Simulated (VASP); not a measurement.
# MnO (Fm-3m) in VASP: notebook

The runs below take MnO through single point, with PBEsol.

Program: VASP 6.6.1. These are calculated values, not measurements. Logs are shortened: lines on timing, memory, paths and dates and some standing lists are left out, and cuts for length are marked.

### 1 The cell of the first run

Symmetry: Fm-3m, No. 225, cubic system. The conventional cell has a = 4.444 Å, b = 4.444 Å, c = 4.444 Å, α = 90.00°, β = 90.00°, γ = 90.00°. Mn (site symmetry m-3m) has 6 O at 2.22 Å within 2.9 Å. O (site symmetry m-3m) has 6 Mn at 2.22 Å within 2.9 Å.

### 2 Single point, PBEsol, collinear spin, ferromagnetic start

INCAR reads:

```
PREC = Accurate ; ENCUT = 520
EDIFF = 1E-6 ; ISMEAR = -1
SIGMA = 0.03 ; LREAL = F
LASPH = T ; NELM = 150
ALGO = Normal ; ISIF = 2
LWAVE = F ; LCHARG = F
ISPIN = 2 ; MAGMOM = 1.67 0
LORBIT = 11 ; NUPDOWN = 1.67
LMAXMIX = 4 ; GGA = PS
NBANDS = 20
```

KPOINTS reads:

```
Automatic mesh
0
Gamma
  7 7 7
```

POSCAR reads:

```
MnO
1.0
    0.0000000000      2.2220000000      2.2220000000
    2.2220000000      0.0000000000      2.2220000000
    2.2220000000      2.2220000000      0.0000000000
Mn O
1 1
Direct
    0.0000000000      0.0000000000      0.0000000000
    0.5000000000      0.5000000000      0.5000000000
```

Potentials or basis: VASP PAW PBE potentials, release 64 (Mn_pv, O).

Run with:

```
> cat potpaw_PBE.64/Mn_pv/POTCAR potpaw_PBE.64/O/POTCAR > POTCAR
> mpirun -np 1 vasp_std > vasp.out
```

OUTCAR:

```text
PREC = Accurate
   ENCUT = 520
   EDIFF = 1E-6
   ISMEAR = -1
   LREAL = F
   LASPH = T
   NELM = 150
   ISIF = 2
   ISPIN = 2
   LORBIT = 11
   NUPDOWN = 1.67
   GGA = PS

 ion  position               nearest neighbor table
   1  0.000  0.000  0.000-   2 2.22   2 2.22   2 2.22   2 2.22   2 2.22   2 2.22
   2  0.500  0.500  0.500-   1 2.22   1 2.22   1 2.22   1 2.22   1 2.22   1 2.22

  LATTYP: Found a face centered cubic cell.
 ALAT       =     4.4440000000

  Lattice vectors:

 A1 = (   0.0000000000,   2.2220000000,   2.2220000000)
 A2 = (   2.2220000000,   0.0000000000,   2.2220000000)
 A3 = (   2.2220000000,   2.2220000000,   0.0000000000)

Analysis of symmetry for initial positions (statically):
=====================================================================
 Subroutine PRICEL returns:
 Original cell was already a primitive cell.

 Routine SETGRP: Setting up the symmetry group for a
 face centered cubic supercell.

 Subroutine GETGRP returns: Found 48 space group operations
 (whereof 48 operations were pure point group operations)
 out of a pool of 48 trial point group operations.

The static configuration has the point symmetry O_h .

Analysis of symmetry for dynamics (positions and initial velocities):
=====================================================================
 Subroutine PRICEL returns:
 Original cell was already a primitive cell.

 Routine SETGRP: Setting up the symmetry group for a
 face centered cubic supercell.

 Subroutine GETGRP returns: Found 48 space group operations
 (whereof 48 operations were pure point group operations)
 out of a pool of 48 trial point group operations.

The dynamic configuration has the point symmetry O_h .

Analysis of structural, dynamic, and magnetic symmetry:
=====================================================================
 Subroutine PRICEL returns:
 Original cell was already a primitive cell.

 Routine SETGRP: Setting up the symmetry group for a
 face centered cubic supercell.

 Subroutine GETGRP returns: Found 48 space group operations
 (whereof 48 operations were pure point group operations)
 out of a pool of 48 trial point group operations.

The overall configuration has the point symmetry O_h .

 Subroutine INISYM returns: Found 48 space group operations
 (whereof 48 operations are pure point group operations),
 and found     1 'primitive' translations

----------------------------------------------------------------------------------------

                                     Primitive cell

  volume of cell :      21.9413

  direct lattice vectors                    reciprocal lattice vectors
     0.000000000  2.222000000  2.222000000    -0.225022502  0.225022502  0.225022502
     2.222000000  0.000000000  2.222000000     0.225022502 -0.225022502  0.225022502
     2.222000000  2.222000000  0.000000000     0.225022502  0.225022502 -0.225022502

  length of vectors
     3.142382536  3.142382536  3.142382536     0.389750407  0.389750407  0.389750407

  position of ions in fractional coordinates (direct lattice)
     0.000000000  0.000000000  0.000000000
     0.500000000  0.500000000  0.500000000

  ion indices of the primitive-cell ions
   primitive index   ion index
                 1           1
                 2           2

----------------------------------------------------------------------------------------

 KPOINTS: Automatic mesh

Automatic generation of k-mesh.
 Grid dimensions read from file:
 generate k-points for:    7    7    7

 Generating k-lattice:

  Cartesian coordinates                     Fractional coordinates (reciprocal lattice)
    -0.032146072  0.032146072  0.032146072     0.142857143  0.000000000  0.000000000
     0.032146072 -0.032146072  0.032146072     0.000000000  0.142857143  0.000000000
     0.032146072  0.032146072 -0.032146072     0.000000000  0.000000000  0.142857143

  Length of vectors
     0.055678630  0.055678630  0.055678630

  Shift w.r.t. Gamma in fractional coordinates (k-lattice)
     0.000000000  0.000000000  0.000000000

 Subroutine IBZKPT returns following result:
 ===========================================

 Found     20 irreducible k-points:

 Following reciprocal coordinates:
            Coordinates               Weight
  0.000000  0.000000  0.000000      1.000000
  0.142857  0.000000  0.000000      8.000000
  0.285714  0.000000  0.000000      8.000000
  0.428571  0.000000  0.000000      8.000000
  0.142857  0.142857  0.000000      6.000000
  0.285714  0.142857  0.000000     24.000000
[... 12 lines left out ...]
 -0.428571  0.428571  0.142857     24.000000
 -0.285714  0.428571  0.142857     24.000000
   k-points           NKPTS =     20   k-points in BZ     NKDIM =     20   number of bands    NBANDS=     20
   number of dos      NEDOS =    301   number of ions     NIONS =      2
   total plane-waves  NPLWV =  13824
   dimension x,y,z NGX =    24 NGY =   24 NGZ =   24
   dimension x,y,z NGXF=    48 NGYF=   48 NGZF=   48
   ions per type =               1   1
   NGX,Y,Z   is equivalent  to a cutoff of  12.70, 12.70, 12.70 a.u.
   NGXF,Y,Z  is equivalent  to a cutoff of  25.39, 25.39, 25.39 a.u.
 SYSTEM =  unknown system
   PREC   = accura    normal or accurate (medium, high low for compatibility)
   ISTART =      0    job   : 0-new  1-cont  2-samecut
   ICHARG =      2    charge: 1-file 2-atom 10-const
   ISPIN  =      2    spin polarized calculation?
   LNONCOLLINEAR =      F non collinear calculations
   LSORBIT =      F    spin-orbit coupling
   LASPH  =      T    aspherical Exc in radial PAW
   ENCUT  =  520.0 eV  38.22 Ry    6.18 a.u.   5.84  5.84  5.84*2*pi/ulx,y,z
   NELM   =    150;   NELMIN=  2; NELMDL= -5     # of ELM steps
   EDIFF  = 0.1E-05   stopping-criterion for ELM
   LREAL  =      F    real-space projection
   EDIFFG = 0.1E-04   stopping-criterion for IOM
   NSW    =      0    number of steps for IOM
   IBRION =     -1    ionic relax: 0-MD 1-quasi-New 2-CG
   NFREE  =      0    steps in history (QN), initial steepest desc. (CG)
   ISIF   =      2    stress and relaxation
   ISYM   =      2    0-nonsym 1-usesym 2-fastsym
   POTIM  = 0.5000    time-step for ionic-motion
   TEBEG  =    0.0;   TEEND  =   0.0 temperature during run
   PSTRESS=    0.0 pullay stress
   NELECT =      19.0000    total number of electrons
   NUPDOWN=       1.6700    fix difference up-down
   EMIN   =  10.00;   EMAX   =-10.00  energy-range for DOS
   EFERMI =   0.00;   METHOD = LEGACY
   ISMEAR =    -1;   SIGMA  =   0.03  broadening in eV -4-tet -1-fermi 0-gaus
   EFERMI_NEDOS =   21; number of points for ismear=-14 and -15
   IALGO  =     38    algorithm
   IMIX   =      4    mixing-type and parameters
     AMIX     =   0.40;   BMIX     =  1.00
     AMIX_MAG =   1.60;   BMIX_MAG =  1.00
  volume/ion in A,a.u.               =      10.97        74.03
  Fermi-wavevector in a.u.,A,eV,Ry     =   1.560410  2.948747 33.128533  2.434878
  Thomas-Fermi vector in A             =   2.663626
   LORBIT       =     11    0 simple, 1 ext, 2 COOP (PROOUT), +10 PAW based schemes
   GGA     = PS    functional components
   LHFCALC =     F    Hartree Fock is set to
   AEXX    =    0.0000 exact exchange contribution
   IVDW    =     0    specifies the selected vdW correction
   LEPSILON=     F    determine dielectric tensor
   LRPA    =     F    only Hartree local field effects (RPA)
 spin polarized calculation
  energy-cutoff  :      520.00
  volume of cell :       21.94
 maximum number of plane-waves:       609
   NGX = 11   NGY = 11   NGZ = 11

 number of electron      18.9999992 magnetization       1.6699999

 Free energy of the ion-electron system (eV)
  ---------------------------------------------------
  ext. energy  EPLUGINS =         0.00000000
  ---------------------------------------------------
  free energy    TOTEN  =       -15.61952778 eV

  energy without entropy =      -15.60644151  energy(sigma->0) =      -15.61298465

 E-fermi :   7.5372     XC(G=0): -12.2450

 val. band max:        7.5246034930   @ k =   0.2857   0.2857   0.0000
 cond. band min:       6.7198365382   @ k =  -0.2857   0.4286   0.1429
 fundamental gap:     -0.8047669548
 Fermi energy:         6.6462275219

 spin component 1

 k-point     1 :       0.0000    0.0000    0.0000
  band No.  band energies     occupation
      1     -41.7927      1.00000
      2     -41.7927      1.00000
      3     -41.7927      1.00000
      4     -13.1967      1.00000
      5       3.1771      1.00000
      6       3.1771      1.00000
[... 12 lines left out ...]
     19      27.5385      0.00000
     20      27.5385      0.00000
[... 415 lines left out ...]
 k-point    20 :      -0.2857    0.4286    0.1429
  band No.  band energies     occupation
      1     -41.8381      1.00000
      2     -41.8350      1.00000
      3     -41.8146      1.00000
      4     -12.2051      1.00000
      5       0.5858      1.00000
      6       0.6572      1.00000
[... 12 lines left out ...]
     19      33.5663      0.00000
     20      34.0130      0.00000
 Fermi energy:         7.5372232617

 spin component 2

 k-point     1 :       0.0000    0.0000    0.0000
  band No.  band energies     occupation
      1     -40.0955      1.00000
      2     -40.0955      1.00000
      3     -40.0955      1.00000
      4     -13.1619      1.00000
      5       3.1916      1.00000
      6       3.1916      1.00000
[... 12 lines left out ...]
     19      28.2956      0.00000
     20      28.2956      0.00000
[... 415 lines left out ...]
 k-point    20 :      -0.2857    0.4286    0.1429
  band No.  band energies     occupation
      1     -40.1450      1.00000
      2     -40.1418      1.00000
      3     -40.1193      1.00000
      4     -12.1864      1.00000
      5       0.7598      1.00000
      6       0.8028      1.00000
[... 12 lines left out ...]
     19      33.8151      0.00000
     20      34.1497      0.00000

------------------------ aborting loop because EDIFF is reached ----------------------------------------

  FORCE on cell =-STRESS in cart. coord.  units (eV):
  Direction    XX          YY          ZZ          XY          YZ          ZX
  --------------------------------------------------------------------------------------
  -------------------------------------------------------------------------------------
  Total       -4.9408151     -4.9408151     -4.9408151     -0.0000000      0.0000000      0.0000000
  in kB     -360.7837986   -360.7837986   -360.7837986     -0.0000000      0.0000000      0.0000000
  external PRESSURE =    -360.7837986 kB  Pullay stress =       0.0000000 kB

 VOLUME and BASIS-vectors are now :
 -----------------------------------------------------------------------------
  energy-cutoff  :      520.00
  volume of cell :       21.94
      direct lattice vectors                 reciprocal lattice vectors
     0.000000000  2.222000000  2.222000000    -0.225022502  0.225022502  0.225022502
     2.222000000  0.000000000  2.222000000     0.225022502 -0.225022502  0.225022502
     2.222000000  2.222000000  0.000000000     0.225022502  0.225022502 -0.225022502

 POSITION                                       TOTAL-FORCE (eV/Angst)
 -----------------------------------------------------------------------------------
      0.00000      0.00000      0.00000        -0.000000      0.000000     -0.000000
      2.22200      2.22200      2.22200         0.000000     -0.000000      0.000000
 -----------------------------------------------------------------------------------
    total drift:                                0.000000     -0.000000     -0.000000

  FREE ENERGIE OF THE ION-ELECTRON SYSTEM (eV)
  ---------------------------------------------------
  free  energy   TOTEN  =       -15.6195277822 eV

  energy  without entropy=      -15.6064415113  energy(sigma->0) =      -15.61298465

 total charge

# of ion       s       p       d       tot
------------------------------------------
    1        0.190   6.154   5.062  11.406
    2        1.552   3.326   0.000   4.878
--------------------------------------------------
tot          1.742   9.481   5.062  16.284

 magnetization (x)

# of ion       s       p       d       tot
------------------------------------------
    1        0.004   0.002   1.628   1.634
    2       -0.006   0.015   0.000   0.008
--------------------------------------------------
tot         -0.002   0.017   1.628   1.642
```

It took 10 s on 1 thread of Intel Xeon Platinum 8488C (Sapphire Rapids), shared host; peak memory 0.14 GiB.

What came out:

| Property | Result |
| --- | --- |
| Free energy | -15.6195 eV |
| Pressure | -36.1 GPa |
| Net moment | 1.67 μB per cell |
| Site moments | Mn +1.63; O +0.01 μB |
| Valence electrons inside the program's atomic spheres | Mn 11.41; O 4.88 |

Caveat: the PAW data sets were made with another functional, which shifts forces and pressure a little; the total moment is fixed, so each spin has its own Fermi level; a cell with one magnetic atom can't hold antiferromagnetic order, which such compounds often take.

### 3 Single point, PBEsol, collinear spin, ferromagnetic start

INCAR reads:

```
SYSTEM = MnO
  PREC = Accurate
  ENCUT = 520
  EDIFF = 1E-6
  ISMEAR = -1
  SIGMA = 0.03
  LREAL = .FALSE.
  LASPH = .TRUE.
  NELM = 150
  ALGO = Normal
  ISIF = 2
  LWAVE = .FALSE.
  LCHARG = .FALSE.
  ISPIN = 2
  MAGMOM = 3.33 0
  LORBIT = 11
  NUPDOWN = 3.33
  LMAXMIX = 4
  GGA = PS
  NBANDS = 20
```

KPOINTS reads:

```
Automatic mesh
0
G
  7 7 7
  0 0 0
```

POSCAR is that of step 2.

Potentials or basis: VASP PAW PBE potentials, release 64 (Mn_pv, O).

Run with:

```
> cat potpaw_PBE.64/Mn_pv/POTCAR potpaw_PBE.64/O/POTCAR > POTCAR
> mpirun -np 1 vasp_std > vasp.out
```

Wall time 8.8 s (1 thread of Intel Xeon Platinum 8488C (Sapphire Rapids), shared host); peak memory 0.14 GiB.

Results (log left out):

- Free energy: -16.6772 eV
- Pressure: -27.1 GPa
- Net moment: 3.33 μB per cell
- Site moments: Mn +3.23; O -0.01 μB
- Valence electrons inside the program's atomic spheres: Mn 11.39; O 4.90

Caveat: the PAW data sets were made with another functional, which shifts forces and pressure a little; the total moment is fixed, so each spin has its own Fermi level; a cell with one magnetic atom can't hold antiferromagnetic order, which such compounds often take.

### 4 Single point, PBEsol, collinear spin, ferromagnetic start

INCAR reads:

```
ALGO = Normal
EDIFF = 1E-7
ENCUT = 520
GGA = PS
ISIF = 2
ISMEAR = -1
ISPIN = 2
LASPH = T
LCHARG = F
LMAXMIX = 4
LORBIT = 11
LREAL = F
LWAVE = F
MAGMOM = 5 0
NBANDS = 20
NELM = 150
NUPDOWN = 5.0
PREC = Accurate
SIGMA = 0.03
```

KPOINTS reads:

```
k-points
0
Gamma
  7 7 7
```

POSCAR is that of step 3.

Run with:

```
> cat potpaw_PBE.64/Mn_pv/POTCAR potpaw_PBE.64/O/POTCAR > POTCAR
> mpirun -np 1 vasp_std > vasp.out
```

It took 10 s on 1 thread of Intel Xeon Platinum 8488C (Sapphire Rapids), shared host; peak memory 0.15 GiB.

It converged, with:

| Property | Result |
| --- | --- |
| Free energy | -17.1663 eV |
| Pressure | -1.2 GPa |
| Net moment | 5.00 μB per cell |
| Site moments | Mn +4.47; O +0.24 μB |
| Valence electrons inside the program's atomic spheres | Mn 11.36; O 4.96 |

Caveat: the PAW data sets were made with another functional, which shifts forces and pressure a little; the total moment is fixed, so each spin has its own Fermi level; a cell with one magnetic atom can't hold antiferromagnetic order, which such compounds often take.

### 5 The runs side by side

| fixed moment (μB) | pressure (GPa) | moment (μB) |
| --- | --- | --- |
| 1.67 | -36.1 | 1.67 |
| 3.33 | -27.1 | 3.33 |
| 5.0 | -1.2 | 5.00 |

Alike in all rows: task single point; level PBEsol; potentials or basis VASP PAW PBE potentials, release 64 (Mn_pv, O); spin collinear, ferromagnetic start; cell as given; k mesh 7 × 7 × 7; cutoff (eV) 520; smearing fermi-dirac 0.03 eV.

Caveats: the PAW data sets were made with another functional, which shifts forces and pressure a little; the total moment is fixed, so each spin has its own Fermi level; a cell with one magnetic atom can't hold antiferromagnetic order, which such compounds often take.

Total energies depend on the potentials used, so only differences within one code and one set of settings carry meaning.
